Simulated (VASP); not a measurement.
# Si3N4 in VASP: notebook

The runs below take Si3N4 through relaxation of cell and atoms, single point, with PBE.

All numbers are computed with VASP 6.6.1; they aren't measurements. Logs are shortened: lines on timing, memory, paths and dates and some standing lists are left out, and cuts for length are marked.

## Step 1: The cell of the first run

The cell holds a disordered packing, 14 atoms: a = 5.338 Å, b = 5.320 Å, c = 5.415 Å, α = 87.83°, β = 91.33°, γ = 91.00°.

## Step 2: Relaxation of cell and atoms, PBE

INCAR

```
SYSTEM = Si3N4
ALGO = Normal
EDIFF = 1E-7
EDIFFG = -0.04
ENCUT = 600
GGA = PE
IBRION = 2
ISIF = 3
ISMEAR = 0
ISYM = 0
LASPH = .TRUE.
LCHARG = .FALSE.
LREAL = .FALSE.
LWAVE = .FALSE.
NELM = 100
NSW = 90
PREC = Accurate
SIGMA = 0.1
```

KPOINTS

```
Automatic mesh
0
Gamma
  2 2 2
  0.5 0.5 0.5
```

POSCAR

```
Si3N4
1.0
    5.3378070000     -0.0461070000     -0.0620370000
   -0.0461070000      5.3190510000      0.1015160000
   -0.0620370000      0.1015160000      5.4132090000
Si N
6 8
Direct
    0.8653422147      0.7325542745      0.7781727357
    0.2081116491      0.2200164214      0.3180914574
    0.6905486592      0.4063117874      0.5148892656
    0.3524505734      0.7178646468      0.5336419415
    0.7065593077      0.2399599283      0.0412478866
    0.3772962677      0.7461665343      0.0419627317
    0.1756599245      0.7954932677      0.7886717107
    0.8418267189      0.4135033361      0.8027847075
    0.3589574118      0.3739690104      0.5565662195
    0.8856662237      0.2780261493      0.3140958708
    0.4203006035      0.4096604846      0.0997910137
    0.6843213530      0.7387944154      0.5042236013
    0.6618183875      0.9274292127      0.9511283651
    0.2384814999      0.9020106853      0.2721968717
```

Potentials or basis: VASP PAW PBE potentials, release 64 (Si, N).

Launch:

```bash
$ cat potpaw_PBE.64/Si/POTCAR potpaw_PBE.64/N/POTCAR > POTCAR
$ mpirun -np 1 vasp_std > vasp.out
```

OUTCAR:

```text
SYSTEM = Si3N4
   EDIFF = 1E-7
   EDIFFG = -0.04
   ENCUT = 600
   GGA = PE
   IBRION = 2
   ISIF = 3
   ISMEAR = 0
   ISYM = 0
   LASPH = .TRUE.
   LREAL = .FALSE.
   NELM = 100
   NSW = 90
   PREC = Accurate

 ion  position               nearest neighbor table
   1  0.865  0.733  0.778-   7 1.68   8 1.70  12 1.75  13 1.81   3 2.45   4 2.95   6 3.00   4 3.01
                             5 3.05   6 3.06
   2  0.208  0.220  0.318-  14 1.73   9 1.73  10 1.75  11 1.91   3 2.93   4 2.98   4 3.02   5 3.04
                             5 3.08   6 3.14
   3  0.691  0.406  0.515-  10 1.69   8 1.74  12 1.77   9 1.79   1 2.45   4 2.48   5 2.75   2 2.93
                             5 2.95
   4  0.352  0.718  0.534-   7 1.76  12 1.78  14 1.79   9 1.83   3 2.48   6 2.67   6 2.76   1 2.95
                             2 2.98   1 3.01   2 3.02
   5  0.707  0.240  0.041-   8 1.72  10 1.76  13 1.76  11 1.83   3 2.75   3 2.95   2 3.04   1 3.05
                             2 3.08   6 3.14
   6  0.377  0.746  0.042-  14 1.71   7 1.74  11 1.82  13 1.85   4 2.67   4 2.76   1 3.00   1 3.06
                             5 3.14   2 3.14
   7  0.176  0.795  0.789-   1 1.68   6 1.74   4 1.76
   8  0.842  0.414  0.803-   1 1.70   5 1.72   3 1.74
   9  0.359  0.374  0.557-   2 1.73   3 1.79   4 1.83
  10  0.886  0.278  0.314-   3 1.69   2 1.75   5 1.76
  11  0.420  0.410  0.100-   6 1.82   5 1.83   2 1.91
  12  0.684  0.739  0.504-   1 1.75   3 1.77   4 1.78
  13  0.662  0.927  0.951-   5 1.76   1 1.81   6 1.85
  14  0.238  0.902  0.272-   6 1.71   2 1.73   4 1.79

IMPORTANT INFORMATION: All symmetrisations will be switched off!
NOSYMM: (Re-)initialisation of all symmetry stuff for point group C_1.

----------------------------------------------------------------------------------------

                                     Primitive cell

  volume of cell :     153.6058

  direct lattice vectors                    reciprocal lattice vectors
     5.337807000 -0.046107000 -0.062037000     0.187381148  0.001583854  0.002117742
    -0.046107000  5.319051000  0.101516000     0.001583854  0.188084163 -0.003509064
    -0.062037000  0.101516000  5.413209000     0.002117742 -0.003509064  0.184823384

  length of vectors
     5.338366605  5.320219440  5.414516208     0.187399808  0.188123561  0.184868823

  position of ions in fractional coordinates (direct lattice)
     0.865342215  0.732554275  0.778172736
     0.208111649  0.220016421  0.318091457
     0.690548659  0.406311787  0.514889266
     0.352450573  0.717864647  0.533641942
     0.706559308  0.239959928  0.041247887
     0.377296268  0.746166534  0.041962732
     0.175659925  0.795493268  0.788671711
     0.841826719  0.413503336  0.802784708
     0.358957412  0.373969010  0.556566219
     0.885666224  0.278026149  0.314095871
     0.420300604  0.409660485  0.099791014
     0.684321353  0.738794415  0.504223601
     0.661818387  0.927429213  0.951128365
     0.238481500  0.902010685  0.272196872

  ion indices of the primitive-cell ions
   primitive index   ion index
                 1           1
                 2           2
                 3           3
                 4           4
                 5           5
                 6           6
                 7           7
                 8           8
                 9           9
                10          10
                11          11
                12          12
                13          13
                14          14

----------------------------------------------------------------------------------------

 KPOINTS: Automatic mesh

Automatic generation of k-mesh.
 Grid dimensions read from file:
 generate k-points for:    2    2    2

 Generating k-lattice:

  Cartesian coordinates                     Fractional coordinates (reciprocal lattice)
     0.093690574  0.000791927  0.001058871     0.500000000 -0.000000000 -0.000000000
     0.000791927  0.094042081 -0.001754532     0.000000000  0.500000000  0.000000000
[... 49 lines left out ...]

 number of electron      64.0000000 magnetization

 Free energy of the ion-electron system (eV)
  ---------------------------------------------------
  ext. energy  EPLUGINS =         0.00000000
  ---------------------------------------------------
  free energy    TOTEN  =      -109.35363496 eV

  energy without entropy =     -109.35363496  energy(sigma->0) =     -109.35363496

------------------------ aborting loop because EDIFF is reached ----------------------------------------

  FORCE on cell =-STRESS in cart. coord.  units (eV):
  Direction    XX          YY          ZZ          XY          YZ          ZX
  --------------------------------------------------------------------------------------
  -------------------------------------------------------------------------------------
  Total       -7.5538812     -9.8592188     17.2677773      1.5394362      2.1870516      3.5338323
  in kB      -78.7903718   -102.8360769    180.1106678     16.0570109     22.8119297     36.8594568
  external PRESSURE =      -0.5052603 kB  Pullay stress =       0.0000000 kB
[... 125 lines left out ...]
  FREE ENERGIE OF THE ION-ELECTRON SYSTEM (eV)
  ---------------------------------------------------
  free  energy   TOTEN  =      -110.4451915009 eV

  energy  without entropy=     -110.4451915009  energy(sigma->0) =     -110.44519150

[... ionic steps 4 to 25 ...]

--------------------------------------- Ionic step       26  -------------------------------------------

 number of electron      64.0000001 magnetization

------------------------ aborting loop because EDIFF is reached ----------------------------------------

  FORCE on cell =-STRESS in cart. coord.  units (eV):
  Direction    XX          YY          ZZ          XY          YZ          ZX
  --------------------------------------------------------------------------------------
  -------------------------------------------------------------------------------------
  Total        0.0384773      0.0179682     -0.0068068      0.0180158     -0.0649311      0.0101010
  in kB        0.4067320      0.1899360     -0.0719526      0.1904396     -0.6863670      0.1067744
  external PRESSURE =       0.1749052 kB  Pullay stress =       0.0000000 kB
[... 81 lines left out ...]
  energy  without entropy=     -111.8054069753  energy(sigma->0) =     -111.80540698

--------------------------------------- Ionic step       28  -------------------------------------------

 number of electron      64.0000001 magnetization

 Free energy of the ion-electron system (eV)
  ---------------------------------------------------
  ext. energy  EPLUGINS =         0.00000000
  ---------------------------------------------------
  free energy    TOTEN  =      -111.80573271 eV

  energy without entropy =     -111.80573271  energy(sigma->0) =     -111.80573271

 E-fermi :   6.3956     XC(G=0): -10.6445

 val. band max:        5.8958873107   @ k =   0.2500  -0.2500   0.2500
 cond. band min:      10.3857196870   @ k =  -0.2500  -0.2500   0.2500
 fundamental gap:      4.4898323763
 Fermi energy:         6.3955755574

 k-point     1 :       0.2500    0.2500    0.2500
  band No.  band energies     occupation
      1     -11.4448      2.00000
      2     -10.5442      2.00000
      3      -9.7771      2.00000
      4      -9.1235      2.00000
      5      -9.0180      2.00000
      6      -8.6405      2.00000
[... 32 lines left out ...]
     39      12.6901      0.00000
     40      12.9791      0.00000

 k-point     2 :      -0.2500    0.2500    0.2500
  band No.  band energies     occupation
      1     -11.4460      2.00000
      2     -10.4836      2.00000
      3      -9.8559      2.00000
      4      -9.3099      2.00000
      5      -8.8967      2.00000
      6      -8.5161      2.00000
[... 32 lines left out ...]
     39      12.8256      0.00000
     40      13.1118      0.00000

 k-point     3 :       0.2500   -0.2500    0.2500
  band No.  band energies     occupation
      1     -11.4739      2.00000
      2     -10.4107      2.00000
      3      -9.7933      2.00000
      4      -9.4194      2.00000
      5      -8.9445      2.00000
      6      -8.5569      2.00000
[... 32 lines left out ...]
     39      12.8342      0.00000
     40      13.2192      0.00000

 k-point     4 :      -0.2500   -0.2500    0.2500
  band No.  band energies     occupation
      1     -11.4903      2.00000
      2     -10.3431      2.00000
      3      -9.7401      2.00000
      4      -9.5494      2.00000
      5      -8.9039      2.00000
      6      -8.6393      2.00000
[... 73 lines left out ...]
  FREE ENERGIE OF THE ION-ELECTRON SYSTEM (eV)
  ---------------------------------------------------
  free  energy   TOTEN  =      -111.8057327097 eV

  energy  without entropy=     -111.8057327097  energy(sigma->0) =     -111.80573271

 reached required accuracy - stopping structural energy minimisation
```

It took 20 min on 1 thread of Intel Xeon 8259CL, shared host; peak memory 0.33 GiB.

Results:

* Free energy: -111.8057 eV
* Relaxed volume: 10.83 Å³/atom
* Relaxed cell: a = 5.169 Å, b = 4.947 Å, c = 5.928 Å, α = 89.26°, β = 89.42°, γ = 90.21°
* Space group after relaxing (to 0.1 Å): P1 (No. 1)
* Energy gained by relaxing: 175.1 meV/atom
* Ionic steps: 28
* Pressure after relaxing: 0.0 GPa
* Largest force after relaxing: 0.029 eV/Å
* Band gap on the k mesh: 4.49 eV (least direct gap 4.58 eV)

Forces in eV/Å, atoms in the order of the input:
```
Si  -0.009  0.001 -0.020
Si   0.001  0.008  0.012
Si  -0.005  0.011  0.006
Si   0.013 -0.019  0.013
Si   0.019  0.001 -0.021
Si   0.000  0.006 -0.015
N    0.009 -0.001  0.009
N    0.021 -0.006  0.015
N   -0.005  0.005 -0.006
N   -0.006  0.001 -0.006
N   -0.022 -0.008  0.000
N    0.013 -0.011 -0.003
N   -0.025  0.015 -0.005
N   -0.005 -0.003  0.021
```

The path:
```tsv
step	energy change (eV)	largest force (eV/Å)	pressure (GPa)	volume (Å³)
1	0.0000	2.8257	-0.05	153.61
2	-0.7131	4.3422	2.30	153.09
3	-1.0916	2.2576	0.12	153.38
4	-1.7345	1.7364	-0.87	153.31
5	-1.7444	1.4471	-0.86	153.34
6	-2.0107	1.9172	-0.11	152.17
7	-2.0345	1.3537	-0.39	152.44
8	-2.1717	1.0750	0.85	151.56
9	-2.1718	1.0389	0.81	151.58
10	-2.2974	0.5771	0.38	151.79
11	-2.3198	0.8037	0.13	151.91
12	-2.3827	0.4447	-0.71	152.21
13	-2.3828	0.4303	-0.69	152.21
14	-2.4163	0.3038	0.03	151.59
15	-2.4178	0.3586	0.24	151.42
16	-2.4359	0.2827	0.17	151.33
17	-2.4362	0.3352	0.16	151.32
18	-2.4442	0.1742	-0.06	151.46
19	-2.4442	0.1733	-0.06	151.46
20	-2.4472	0.1140	0.08	151.44
21	-2.4473	0.1359	0.10	151.44
22	-2.4496	0.1069	0.00	151.54
23	-2.4496	0.1160	-0.01	151.55
24	-2.4510	0.0711	-0.05	151.60
25	-2.4510	0.0786	-0.06	151.61
26	-2.4518	0.0463	0.02	151.57
27	-2.4518	0.0521	0.02	151.56
28	-2.4521	0.0293	0.00	151.58
```

Final structure:
```xyz
14
Lattice="5.1690 -0.0104 0.0223 -0.0081 4.9471 0.0506 0.0342 0.0160 5.9279" Properties=species:S:1:pos:R:3 pbc="T T T"
Si    4.4791    3.6509    4.7846
Si    1.0783    1.1733    1.7332
Si    3.6512    2.0052    3.1268
Si    1.8512    3.6615    3.2546
Si    3.5984    1.1559    0.2349
Si    1.9074    3.6485    0.2766
N     0.9984    4.0679    4.7464
N     4.3324    1.8688    4.7547
N     1.9020    1.8871    3.0738
N     4.5410    1.5261    1.7055
N     2.0151    1.8958    0.4368
N     3.5902    3.8037    3.3132
N     3.4859    4.3739    0.0769
N     1.2932    4.3827    1.7555
```

Levels at points of the mesh, in eV from the valence-band top:
| k point | band 28 | band 29 | band 30 | band 31 | band 32 | band 33 | band 34 | band 35 | band 36 | band 37 |
| --- | --- | --- | --- | --- | --- | --- | --- | --- | --- | --- |
| (0.25, 0.25, 0.25) | -1.43 | -0.98 | -0.83 | -0.44 | -0.08 | 4.61 | 4.92 | 5.63 | 5.88 | 6.36 |

Caveat: the k points lie up to 0.64 Å⁻¹ apart in the final cell; the atoms stand as in a frame of molecular dynamics.

## Step 3: Single point, PBE

This run uses another cell than the first one, of 10.85 Å³/atom.

INCAR

```
PREC     = Accurate       # precision mode
ENCUT    = 520            # plane-wave cutoff, eV
EDIFF    = 1E-6           # SCF threshold, eV
ISMEAR   = 0              # smearing method
SIGMA    = 0.1            # smearing width, eV
LREAL    = F              # projectors in reciprocal space
LASPH    = T              # aspherical terms in the spheres
NELM     = 60             # most SCF steps
ALGO     = Normal         # electronic algorithm
ISIF     = 2              # what is computed and relaxed
LWAVE    = F              # write WAVECAR
LCHARG   = T              # write CHGCAR
GGA      = PE             # functional
LELF     = T              # ELF
LVHAR    = T            
ISYM     = 0            
NBANDS   = 45             # bands
```

KPOINTS

```
regular mesh
0
Gamma
  4 4 3
```

POSCAR

```
Si3N4
1.0
    5.1719415193     -0.0088110593      0.0246748285
   -0.0097154245      4.9509397507      0.0418590124
    0.0339493891      0.0242480898      5.9302446339
Si N
6 8
Direct
    0.8622107731      0.7373152070      0.7973432641
    0.2072224764      0.2367856890      0.2897863985
    0.7034833463      0.4050311830      0.5213792503
    0.3560158889      0.7389343224      0.5416829136
    0.6962641537      0.2353305171      0.0347472213
    0.3696676078      0.7383009889      0.0390916949
    0.1891273177      0.8198779077      0.7932016113
    0.8337777175      0.3771445239      0.7956706030
    0.3652663611      0.3808151542      0.5140685861
    0.8770015536      0.3086841088      0.2818231735
    0.3898351789      0.3839879265      0.0688686333
    0.6923917093      0.7677851741      0.5493547634
    0.6751014820      0.8861222498      0.0022711535
    0.2499752282      0.8856452020      0.2881751120
```

Potentials or basis: VASP PAW PBE potentials, release 64 (Si, N).

Launch:

```bash
$ cat potpaw_PBE.64/Si/POTCAR potpaw_PBE.64/N/POTCAR > POTCAR
$ mpirun -np 1 vasp_std > vasp.out
```

Run time: 4.6 min. Hardware: 1 thread of Intel Xeon 8259CL, shared host; peak memory 0.32 GiB.

It converged, with:

```yaml
Free_energy: -111.7466 eV
Pressure: -0.2 GPa
Largest_force: 0.036 eV/Å
Band_gap_on_the_k_mesh: 3.66 eV (least direct gap 3.70 eV)
```

Forces in eV/Å, atoms in the order of the input:
```
Si   0.008  0.003  0.003
Si  -0.019 -0.018  0.005
Si   0.008 -0.003  0.006
Si   0.004  0.012  0.004
Si   0.003 -0.005  0.014
Si   0.001 -0.003 -0.008
N   -0.007 -0.024  0.002
N   -0.024  0.020 -0.019
N    0.010  0.001 -0.011
N   -0.002 -0.019  0.004
N    0.014  0.013  0.000
N   -0.011  0.004 -0.002
N    0.001  0.001 -0.008
N    0.013  0.017  0.010
```

Levels at points of the mesh, in eV from the valence-band top:
```
           k point  band 29  band 30  band 31  band 32  band 33  band 34  band 35  band 36
(0.00, 0.00, 0.00)    -1.31    -1.01    -0.57    -0.03     3.66     4.99     5.25     5.51
(0.50, 0.00, 0.00)    -1.11    -0.85    -0.39     0.00     4.12     4.48     5.02     5.56
(0.00, 0.50, 0.00)    -1.20    -0.80    -0.41    -0.24     3.93     4.80     5.31     5.72
(0.50, 0.50, 0.00)    -1.29    -0.98    -0.56    -0.25     3.86     4.61     4.97     5.04
```

Caveat: the atoms stand as in a frame of molecular dynamics.

## Step 4: Single point, PBE

INCAR

```
SYSTEM = Si3N4
ALGO = Normal
EDIFF = 1E-7
ENCUT = 520
GGA = PE
ISIF = 2
ISMEAR = -1
LASPH = .TRUE.
LCHARG = .FALSE.
LREAL = .FALSE.
LWAVE = .FALSE.
NBANDS = 45
NELM = 100
PREC = Accurate
SIGMA = 0.2361
```

KPOINTS

```
k-points
0
G
  4 4 4
  0 0 0
```

POSCAR

```
Si3N4
1.0
    5.3378070000     -0.0461070000     -0.0620370000
   -0.0461070000      5.3190510000      0.1015160000
   -0.0620370000      0.1015160000      5.4132090000
Si N
6 8
Direct
    0.8155152683      0.7636284386      0.8614382592
    0.1475140803      0.2720964758      0.1581193728
    0.6647497746      0.5093821508      0.3829503733
    0.1843811082      0.7630613004      0.3960975755
    0.6059315501      0.2806327362      0.8955679875
    0.3269591532      0.7822549911      0.9367260935
    0.1280651646      0.8169701352      0.6929385942
    0.6936572860      0.5242499373      0.6659417131
    0.1741589696      0.4113984416      0.4246815679
    0.8319980527      0.3897401451      0.1405898458
    0.3370116454      0.4327573309      0.9327373509
    0.4807051407      0.7856005990      0.3292004419
    0.6134241983      0.9820527836      0.7632258340
    0.1462535755      0.9490351513      0.1151613091
```

Launch:

```bash
$ cat potpaw_PBE.64/Si/POTCAR potpaw_PBE.64/N/POTCAR > POTCAR
$ mpirun -np 1 vasp_std > vasp.out
```

Wall time 6.9 min (1 thread of Intel Xeon 8259CL, shared host); peak memory 0.34 GiB.

The run converged. Its results:

| Quantity | Value |
| --- | --- |
| Free energy | -100.6501 eV |
| Pressure | 9.5 GPa |
| Largest force | 7.433 eV/Å |
| Band gap on the k mesh | 0.57 eV |

Forces on the atoms (eV/Å):
```
Si   3.808 -0.636 -3.058
Si  -0.497  1.503 -0.707
Si  -3.117  1.918 -4.187
Si   0.579 -3.310  1.988
Si   1.581  1.316 -2.152
Si   3.349 -1.159 -1.566
N   -3.386  1.177  0.300
N    2.127 -2.328  6.731
N    1.391  1.117  0.698
N   -2.809 -0.569 -2.355
N   -2.035 -1.003  2.234
N    5.942 -1.509 -3.472
N   -2.095  1.804  3.363
N   -4.838  1.679  2.183
```

Stress tensor (GPa, compression positive):
```
16.61 -2.18  8.03
-2.18 -6.53  2.59
 8.03  2.59 18.55
```

Levels at points of the mesh, in eV from the valence-band top:
```csv
k point,band 29,band 30,band 31,band 32,band 33,band 34,band 35,band 36
"(0.00, 0.00, 0.00)",-1.66,-1.05,-0.54,-0.27,0.63,2.00,2.77,3.24
"(0.50, 0.00, 0.00)",-1.44,-1.15,-1.10,-0.34,0.82,1.37,2.86,3.19
"(0.00, 0.50, 0.00)",-1.21,-0.97,-0.56,-0.21,0.60,2.33,2.80,2.96
"(0.50, 0.50, 0.00)",-1.61,-1.02,-0.85,-0.22,0.70,1.50,2.92,3.34
"(0.00, 0.00, 0.50)",-1.27,-1.18,-1.11,-0.45,1.28,2.00,2.64,3.19
"(0.50, 0.00, 0.50)",-1.38,-1.02,-0.80,-0.16,0.90,1.96,2.49,3.46
"(0.00, 0.50, 0.50)",-1.57,-1.14,-0.80,-0.21,1.11,2.09,2.70,2.90
"(0.50, 0.50, 0.50)",-1.22,-0.99,-0.92,0.00,0.57,1.97,2.52,3.03
```

Caveat: the atoms stand as in a frame of molecular dynamics; semilocal functionals underestimate gaps, and a narrow one can read as zero.

## Step 5: Summary

| task | cell | k mesh | cutoff (eV) | smearing | gap on the mesh (eV) | pressure (GPa) | largest force (eV/Å) |
| --- | --- | --- | --- | --- | --- | --- | --- |
| relaxation of cell and atoms | relaxed from a = 5.338, b = 5.320, c = 5.415 Å, angles 87.8, 91.3, 91.0°, 14 atoms, atomic positions A | 2 × 2 × 2, shifted | 600 | gaussian 0.1 eV | 4.49 | 0.0 | 0.03 |
| single point | a = 5.172, b = 4.951, c = 5.930 Å, angles 89.3, 89.4, 90.2°, 14 atoms, atomic positions B | 4 × 4 × 3 | 520 | gaussian 0.1 eV | 3.66 | -0.2 | 0.04 |
| single point | a = 5.338, b = 5.320, c = 5.415 Å, angles 87.8, 91.3, 91.0°, 14 atoms, atomic positions C | 4 × 4 × 4 | 520 | fermi-dirac 0.2361 eV | 0.57 | 9.5 | 7.43 |

Alike in all rows: level PBE; potentials or basis VASP PAW PBE potentials, release 64 (Si, N); no spin polarisation.

Caveats: some runs use coarse meshes; the atoms stand as in a frame of molecular dynamics; semilocal functionals underestimate gaps, and a narrow one can read as zero (at least some runs).

Total energies depend on the potentials used, so only differences within one code and one set of settings carry meaning.
